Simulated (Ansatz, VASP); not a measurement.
## SiC in VASP and in Ansatz

```xyz
2
Lattice="0.0000 2.2290 2.2290 2.2290 0.0000 2.2290 2.2290 2.2290 0.0000" Properties=species:S:1:pos:R:3 pbc="T T T"
Si    0.0000    0.0000    0.0000
C     1.1145    1.1145    1.1145
```

Change from the starting cell: hydrostatic strain +2.3%.

Alike in both runs: task single point; functional PBE; k mesh 10 × 10 × 10; occupations fermi-dirac, width 0.02 eV; no spin polarisation.

|  | VASP | Ansatz |
| --- | --- | --- |
| version | VASP 6.6.1 | Ansatz 0.2.0 |
| potentials or method | VASP PAW PBE potentials, release 64 (Si, C) | plane waves, PAW |
| plane-wave cutoff (eV) | 520 | 420 |
| valence electrons in the cell | 8 | 8 |

```tsv
	VASP	Ansatz	Ansatz less VASP
gap on the k mesh at the Fermi level (eV)	1.42	1.42	+0.001
pressure (GPa)	-10.2	-10.2	+0.03
```
